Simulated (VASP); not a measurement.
# C (Im-3m) in VASP: further runs

C is run at these levels: LDA; tasks: single point, relaxation of cell and atoms.

All numbers are computed with VASP 6.6.1; they aren't measurements. Logs are shortened: lines on timing, memory, paths and dates and some standing lists are left out, and cuts for length are marked.

## 1. The cell of the first run

Symmetry: Im-3m, No. 229, cubic system. Conventional cell: a = 2.327 Å, b = 2.327 Å, c = 2.327 Å, α = 90.00°, β = 90.00°, γ = 90.00°. C (site symmetry m-3m) has 14 C at 2.02 to 2.33 Å within 2.7 Å.

## 2. Single point, LDA

INCAR

```
SYSTEM = C
PREC = Accurate
ENCUT = 600
EDIFF = 1E-6
ISMEAR = 0
SIGMA = 0.1
LREAL = .False.
LASPH = .True.
NELM = 120
ALGO = Normal
ISIF = 2
LWAVE = .False.
LCHARG = .False.
NBANDS = 8
GGA_COMPAT = .False.
```

KPOINTS

```
regular mesh
0
Gamma
  25 25 25
  0 0 0
```

POSCAR

```
C
1.0
   -1.1635503408      1.1635503408      1.1635503408
    1.1635503408     -1.1635503408      1.1635503408
    1.1635503408      1.1635503408     -1.1635503408
C
1
Direct
    0.0000000000      0.0000000000      0.0000000000
```

Potentials or basis: VASP PAW LDA potentials, release 64 (C).

Launch:

```
cat potpaw_LDA.64/C/POTCAR > POTCAR
mpirun -np 1 vasp_std > vasp.out
```

OUTCAR:

```text
SYSTEM = C
   PREC = Accurate
   ENCUT = 600
   EDIFF = 1E-6
   ISMEAR = 0
   LREAL = .False.
   LASPH = .True.
   NELM = 120
   ISIF = 2

 ion  position               nearest neighbor table
   1  0.000  0.000  0.000-

  LATTYP: Found a body centered cubic cell.
 ALAT       =     2.3271006816

  Lattice vectors:

 A1 = (  -1.1635503408,   1.1635503408,   1.1635503408)
 A2 = (   1.1635503408,  -1.1635503408,   1.1635503408)
 A3 = (   1.1635503408,   1.1635503408,  -1.1635503408)

Analysis of symmetry for initial positions (statically):
=====================================================================
 Subroutine PRICEL returns:
 Original cell was already a primitive cell.

 Routine SETGRP: Setting up the symmetry group for a
 body centered cubic supercell.

 Subroutine GETGRP returns: Found 48 space group operations
 (whereof 48 operations were pure point group operations)
 out of a pool of 48 trial point group operations.

The static configuration has the point symmetry O_h .

Analysis of symmetry for dynamics (positions and initial velocities):
=====================================================================
 Subroutine PRICEL returns:
 Original cell was already a primitive cell.

 Routine SETGRP: Setting up the symmetry group for a
 body centered cubic supercell.

 Subroutine GETGRP returns: Found 48 space group operations
 (whereof 48 operations were pure point group operations)
 out of a pool of 48 trial point group operations.

The dynamic configuration has the point symmetry O_h .

 Subroutine INISYM returns: Found 48 space group operations
 (whereof 48 operations are pure point group operations),
 and found     1 'primitive' translations

----------------------------------------------------------------------------------------

                                     Primitive cell

  volume of cell :       6.3011

  direct lattice vectors                    reciprocal lattice vectors
    -1.163550341  1.163550341  1.163550341     0.000000000  0.429719267  0.429719267
     1.163550341 -1.163550341  1.163550341     0.429719267  0.000000000  0.429719267
     1.163550341  1.163550341 -1.163550341     0.429719267  0.429719267  0.000000000

  length of vectors
     2.015328307  2.015328307  2.015328307     0.607714816  0.607714816  0.607714816

  position of ions in fractional coordinates (direct lattice)
     0.000000000  0.000000000  0.000000000

  ion indices of the primitive-cell ions
[... 75 lines left out ...]
   LREAL  =      F    real-space projection
   EDIFFG = 0.1E-04   stopping-criterion for IOM
   NSW    =      0    number of steps for IOM
   IBRION =     -1    ionic relax: 0-MD 1-quasi-New 2-CG
   NFREE  =      0    steps in history (QN), initial steepest desc. (CG)
   ISIF   =      2    stress and relaxation
   ISYM   =      2    0-nonsym 1-usesym 2-fastsym
   POTIM  = 0.5000    time-step for ionic-motion
   TEBEG  =    0.0;   TEEND  =   0.0 temperature during run
   PSTRESS=    0.0 pullay stress
   NELECT =       4.0000    total number of electrons
   NUPDOWN=      -1.0000    fix difference up-down
   EMIN   =  10.00;   EMAX   =-10.00  energy-range for DOS
   EFERMI =   0.00;   METHOD = LEGACY
   ISMEAR =     0;   SIGMA  =   0.10  broadening in eV -4-tet -1-fermi 0-gaus
   EFERMI_NEDOS =   21; number of points for ismear=-14 and -15
   IALGO  =     38    algorithm
   IMIX   =      4    mixing-type and parameters
     AMIX     =   0.40;   BMIX     =  1.00
     AMIX_MAG =   1.60;   BMIX_MAG =  1.00
  volume/ion in A,a.u.               =       6.30        42.52
  Fermi-wavevector in a.u.,A,eV,Ry     =   1.406986  2.658817 26.934209  1.979608
  Thomas-Fermi vector in A             =   2.529291
   LORBIT       =      0    0 simple, 1 ext, 2 COOP (PROOUT), +10 PAW based schemes
   GGA     = CA    functional components
   LHFCALC =     F    Hartree Fock is set to
   AEXX    =    0.0000 exact exchange contribution
   IVDW    =     0    specifies the selected vdW correction
   LEPSILON=     F    determine dielectric tensor
   LRPA    =     F    only Hartree local field effects (RPA)
 non-spin polarized calculation
 Gauss-broadening in eV      SIGMA  =   0.10
  energy-cutoff  :      600.00
  volume of cell :        6.30
 maximum number of plane-waves:       236
   NGX =  7   NGY =  7   NGZ =  7

 number of electron       4.0000000 magnetization

 Free energy of the ion-electron system (eV)
  ---------------------------------------------------
  ext. energy  EPLUGINS =         0.00000000
  ---------------------------------------------------
  free energy    TOTEN  =        -5.78496168 eV

  energy without entropy =       -5.78322669  energy(sigma->0) =       -5.78409418

 E-fermi :   9.3572     XC(G=0): -13.5067

 val. band max:        9.3563416898   @ k =   0.2400   0.2000   0.0800
 cond. band min:       9.3843073581   @ k =  -0.3200   0.3600   0.2000
 fundamental gap:      0.0279656683
 Fermi energy:         9.3571525233

 k-point     1 :       0.0000    0.0000    0.0000
  band No.  band energies     occupation
      1     -10.9281      2.00000
      2      18.8451      0.00000
      3      18.8451      0.00000
      4      18.8451      0.00000
      5      43.6191      0.00000
      6      43.6191      0.00000
      7      43.6191      0.00000
      8      47.0787      0.00000
[... 243 lines left out ...]
 k-point    24 :       0.4400    0.0400    0.0000
  band No.  band energies     occupation
      1      -1.3105      2.00000
      2       2.2719      2.00000
      3      13.8382      0.00000
      4      17.1767      0.00000
      5      32.1032      0.00000
      6      33.0058      0.00000
      7      45.5856      0.00000
      8      47.5430      0.00000

 [... further k-points ...]

------------------------ aborting loop because EDIFF is reached ----------------------------------------

  FORCE on cell =-STRESS in cart. coord.  units (eV):
  Direction    XX          YY          ZZ          XY          YZ          ZX
  --------------------------------------------------------------------------------------
  -------------------------------------------------------------------------------------
  Total        0.0131967      0.0131967      0.0131967     -0.0000000      0.0000000      0.0000000
  in kB        3.3555174      3.3555174      3.3555174     -0.0000000      0.0000000      0.0000000
  external PRESSURE =       3.3555174 kB  Pullay stress =       0.0000000 kB

 VOLUME and BASIS-vectors are now :
 -----------------------------------------------------------------------------
  energy-cutoff  :      600.00
  volume of cell :        6.30
      direct lattice vectors                 reciprocal lattice vectors
    -1.163550341  1.163550341  1.163550341     0.000000000  0.429719267  0.429719267
     1.163550341 -1.163550341  1.163550341     0.429719267  0.000000000  0.429719267
     1.163550341  1.163550341 -1.163550341     0.429719267  0.429719267  0.000000000

 POSITION                                       TOTAL-FORCE (eV/Angst)
 -----------------------------------------------------------------------------------
      0.00000      0.00000      0.00000        -0.000000      0.000000     -0.000000
 -----------------------------------------------------------------------------------
    total drift:                                0.000000      0.000000      0.000000

  FREE ENERGIE OF THE ION-ELECTRON SYSTEM (eV)
  ---------------------------------------------------
  free  energy   TOTEN  =        -5.7849616750 eV

  energy  without entropy=       -5.7832266928  energy(sigma->0) =       -5.78409418
```

It took 3.7 s on 1 thread of Intel Xeon 6975P-C (Granite Rapids), shared host; peak memory 0.12 GiB.

What came out:

```
Free energy            : -5.7850 eV
Pressure               : 0.3 GPa
Band gap on the k mesh : zero (bands 2 and 3 overlap by 14.87 eV)
```

## 3. Relaxation of cell and atoms, LDA

This run uses another cell than the first one, of 6.74 Å³/atom.

INCAR

```
ALGO = Normal
EDIFF = 1E-7
EDIFFG = -0.03
ENCUT = 600
GGA = CA
GGA_COMPAT = F
IBRION = 2
ISIF = 3
ISMEAR = 0
LASPH = T
LCHARG = F
LREAL = F
LWAVE = F
NELM = 120
NELMIN = 4
NSW = 80
PREC = Accurate
SIGMA = 0.1
```

KPOINTS

```
k-points
0
Gamma
  25 25 25
```

POSCAR

```
C
1.0
   -1.1900000000      1.1900000000      1.1900000000
    1.1900000000     -1.1900000000      1.1900000000
    1.1900000000      1.1900000000     -1.1900000000
C
1
Direct
    0.0000000000      0.0000000000      0.0000000000
```

Potentials or basis: VASP PAW LDA potentials, release 64 (C).

Launch:

```
cat potpaw_LDA.64/C/POTCAR > POTCAR
mpirun -np 1 vasp_std > vasp.out
```

OUTCAR:

```text
EDIFF = 1E-7
   EDIFFG = -0.03
   ENCUT = 600
   GGA = CA
   IBRION = 2
   ISIF = 3
   ISMEAR = 0
   LASPH = T
   LREAL = F
   NELM = 120
   NELMIN = 4
   NSW = 80
   PREC = Accurate

 ion  position               nearest neighbor table
   1  0.000  0.000  0.000-

  LATTYP: Found a body centered cubic cell.
 ALAT       =     2.3800000000

  Lattice vectors:

 A1 = (  -1.1900000000,   1.1900000000,   1.1900000000)
 A2 = (   1.1900000000,  -1.1900000000,   1.1900000000)
 A3 = (   1.1900000000,   1.1900000000,  -1.1900000000)

Analysis of symmetry for initial positions (statically):
=====================================================================
 Subroutine PRICEL returns:
 Original cell was already a primitive cell.

 Routine SETGRP: Setting up the symmetry group for a
 body centered cubic supercell.

 Subroutine GETGRP returns: Found 48 space group operations
 (whereof 48 operations were pure point group operations)
 out of a pool of 48 trial point group operations.

The static configuration has the point symmetry O_h .

Analysis of symmetry for dynamics (positions and initial velocities):
=====================================================================
 Subroutine PRICEL returns:
 Original cell was already a primitive cell.

 Routine SETGRP: Setting up the symmetry group for a
 body centered cubic supercell.

 Subroutine GETGRP returns: Found 48 space group operations
 (whereof 48 operations were pure point group operations)
 out of a pool of 48 trial point group operations.

The dynamic configuration has the point symmetry O_h .

 Subroutine INISYM returns: Found 48 space group operations
 (whereof 48 operations are pure point group operations),
 and found     1 'primitive' translations

----------------------------------------------------------------------------------------

                                     Primitive cell

  volume of cell :       6.7406

  direct lattice vectors                    reciprocal lattice vectors
    -1.190000000  1.190000000  1.190000000     0.000000000  0.420168067  0.420168067
     1.190000000 -1.190000000  1.190000000     0.420168067  0.000000000  0.420168067
     1.190000000  1.190000000 -1.190000000     0.420168067  0.420168067  0.000000000

  length of vectors
     2.061140461  2.061140461  2.061140461     0.594207379  0.594207379  0.594207379

  position of ions in fractional coordinates (direct lattice)
     0.000000000  0.000000000  0.000000000

  ion indices of the primitive-cell ions
   primitive index   ion index
                 1           1

----------------------------------------------------------------------------------------

 KPOINTS: k-points

Automatic generation of k-mesh.
 Grid dimensions read from file:
 generate k-points for:   25   25   25

 Generating k-lattice:

  Cartesian coordinates                     Fractional coordinates (reciprocal lattice)
     0.000000000  0.016806723  0.016806723     0.040000000  0.000000000  0.000000000
     0.016806723  0.000000000  0.016806723     0.000000000  0.040000000  0.000000000
     0.016806723  0.016806723  0.000000000     0.000000000  0.000000000  0.040000000

  Length of vectors
     0.023768295  0.023768295  0.023768295

[... 39 lines left out ...]
   dimension x,y,z NGXF=    32 NGYF=   32 NGZF=   32
   ions per type =               1
   NGX,Y,Z   is equivalent  to a cutoff of  12.91, 12.91, 12.91 a.u.
   NGXF,Y,Z  is equivalent  to a cutoff of  25.81, 25.81, 25.81 a.u.
 SYSTEM =  unknown system
   PREC   = accura    normal or accurate (medium, high low for compatibility)
   ISTART =      0    job   : 0-new  1-cont  2-samecut
   ICHARG =      2    charge: 1-file 2-atom 10-const
   ISPIN  =      1    spin polarized calculation?
   LNONCOLLINEAR =      F non collinear calculations
   LSORBIT =      F    spin-orbit coupling
   LASPH  =      T    aspherical Exc in radial PAW
   ENCUT  =  600.0 eV  44.10 Ry    6.64 a.u.   4.12  4.12  4.12*2*pi/ulx,y,z
   NELM   =    120;   NELMIN=  4; NELMDL= -5     # of ELM steps
   EDIFF  = 0.1E-06   stopping-criterion for ELM
   LREAL  =      F    real-space projection
   EDIFFG = -.3E-01   stopping-criterion for IOM
   NSW    =     80    number of steps for IOM
   IBRION =      2    ionic relax: 0-MD 1-quasi-New 2-CG
   NFREE  =      1    steps in history (QN), initial steepest desc. (CG)
   ISIF   =      3    stress and relaxation
   ISYM   =      2    0-nonsym 1-usesym 2-fastsym
   POTIM  = 0.5000    time-step for ionic-motion
   TEBEG  =    0.0;   TEEND  =   0.0 temperature during run
   PSTRESS=    0.0 pullay stress
   NELECT =       4.0000    total number of electrons
   NUPDOWN=      -1.0000    fix difference up-down
   EMIN   =  10.00;   EMAX   =-10.00  energy-range for DOS
   EFERMI =   0.00;   METHOD = LEGACY
   ISMEAR =     0;   SIGMA  =   0.10  broadening in eV -4-tet -1-fermi 0-gaus
   EFERMI_NEDOS =   21; number of points for ismear=-14 and -15
   IALGO  =     38    algorithm
   IMIX   =      4    mixing-type and parameters
     AMIX     =   0.40;   BMIX     =  1.00
     AMIX_MAG =   1.60;   BMIX_MAG =  1.00
  volume/ion in A,a.u.               =       6.74        45.49
  Fermi-wavevector in a.u.,A,eV,Ry     =   1.375713  2.599721 25.750203  1.892587
  Thomas-Fermi vector in A             =   2.501024
   LORBIT       =      0    0 simple, 1 ext, 2 COOP (PROOUT), +10 PAW based schemes
   GGA     = CA    functional components
   LHFCALC =     F    Hartree Fock is set to
   AEXX    =    0.0000 exact exchange contribution
   IVDW    =     0    specifies the selected vdW correction
   LEPSILON=     F    determine dielectric tensor
   LRPA    =     F    only Hartree local field effects (RPA)
 conjugate gradient relaxation of ions
 non-spin polarized calculation
 Gauss-broadening in eV      SIGMA  =   0.10
  energy-cutoff  :      600.00
  volume of cell :        6.74
 maximum number of plane-waves:       236
   NGX =  9   NGY =  9   NGZ =  9

--------------------------------------- Ionic step        1  -------------------------------------------

 number of electron       4.0000000 magnetization

 Free energy of the ion-electron system (eV)
  ---------------------------------------------------
  ext. energy  EPLUGINS =         0.00000000
  ---------------------------------------------------
  free energy    TOTEN  =        -5.76794560 eV

  energy without entropy =       -5.76600659  energy(sigma->0) =       -5.76697609

------------------------ aborting loop because EDIFF is reached ----------------------------------------

  FORCE on cell =-STRESS in cart. coord.  units (eV):
  Direction    XX          YY          ZZ          XY          YZ          ZX
  --------------------------------------------------------------------------------------
  -------------------------------------------------------------------------------------
  Total       -0.5326581     -0.5326581     -0.5326581      0.0000000      0.0000000      0.0000000
  in kB     -126.6071477   -126.6071477   -126.6071477      0.0000000      0.0000000      0.0000000
  external PRESSURE =    -126.6071477 kB  Pullay stress =       0.0000000 kB
[... 57 lines left out ...]
--------------------------------------- Ionic step        3  -------------------------------------------

 number of electron       4.0000000 magnetization

 Free energy of the ion-electron system (eV)
  ---------------------------------------------------
  ext. energy  EPLUGINS =         0.00000000
  ---------------------------------------------------
  free energy    TOTEN  =        -5.78608036 eV

  energy without entropy =       -5.78433964  energy(sigma->0) =       -5.78521000

 E-fermi :   9.3400     XC(G=0): -13.5014

 val. band max:        9.3305756111   @ k =   0.2400   0.0800   0.0800
 cond. band min:       9.3407620078   @ k =   0.2400   0.2000   0.0800
 fundamental gap:      0.0101863967
 Fermi energy:         9.3400386680

 k-point     1 :       0.0000    0.0000    0.0000
  band No.  band energies     occupation
      1     -10.9293      2.00000
      2      18.8174      0.00000
      3      18.8174      0.00000
      4      18.8174      0.00000
      5      43.5838      0.00000
      6      43.5838      0.00000
[... 199 lines left out ...]
 k-point    24 :       0.4400    0.0400    0.0000
  band No.  band energies     occupation
      1      -1.3183      2.00000
      2       2.2592      2.00000
      3      13.8168      0.00000
      4      17.1520      0.00000
      5      32.0704      0.00000
      6      32.9790      0.00000

 [... further k-points ...]

------------------------ aborting loop because EDIFF is reached ----------------------------------------

  FORCE on cell =-STRESS in cart. coord.  units (eV):
  Direction    XX          YY          ZZ          XY          YZ          ZX
  --------------------------------------------------------------------------------------
  -------------------------------------------------------------------------------------
  Total        0.0007109      0.0007109      0.0007109      0.0000000     -0.0000000      0.0000000
  in kB        0.1805698      0.1805698      0.1805698      0.0000000     -0.0000000      0.0000000
  external PRESSURE =       0.1805698 kB  Pullay stress =       0.0000000 kB
[... 16 lines left out ...]
  FREE ENERGIE OF THE ION-ELECTRON SYSTEM (eV)
  ---------------------------------------------------
  free  energy   TOTEN  =        -5.7860803615 eV

  energy  without entropy=       -5.7843396424  energy(sigma->0) =       -5.78521000

 reached required accuracy - stopping structural energy minimisation
```

CONTCAR:

```text
C
   1.00000000000000
    -1.1639831149217716    1.1639831149217716    1.1639831149217716
     1.1639831149217716   -1.1639831149217716    1.1639831149217716
     1.1639831149217716    1.1639831149217716   -1.1639831149217716
  C
     1
Direct
     0.0000000000000000    0.0000000000000000    0.0000000000000000

  0.00000000E+00  0.00000000E+00  0.00000000E+00
```

Run time: 6.1 s. Hardware: 1 thread of Intel Xeon 6975P-C (Granite Rapids), shared host; peak memory 0.12 GiB.

What came out:

| Property | Result |
| --- | --- |
| Free energy | -5.7861 eV |
| Relaxed volume | 6.31 Å³/atom |
| Relaxed cell | a = 2.016 Å, b = 2.016 Å, c = 2.016 Å, α = 109.47°, β = 109.47°, γ = 109.47° |
| Space group after relaxing (to 0.1 Å) | Im-3m (No. 229) |
| Energy gained by relaxing | 18.1 meV/atom |
| Ionic steps | 3 |
| Pressure after relaxing | 0.0 GPa |
| Band gap on the k mesh | zero (bands 2 and 3 overlap by 14.85 eV) |

The path:
```tsv
step	energy change (eV)	largest force (eV/Å)	pressure (GPa)	volume (Å³)
1	0.0000	0.0000	-12.66	6.74
2	-0.0175	0.0000	2.71	6.23
3	-0.0181	0.0000	0.02	6.31
```

Final structure:
```xyz
1
Lattice="-1.1640 1.1640 1.1640 1.1640 -1.1640 1.1640 1.1640 1.1640 -1.1640" Properties=species:S:1:pos:R:3 pbc="T T T"
C     0.0000    0.0000    0.0000
```

(Part 1 of 2 ends here.)
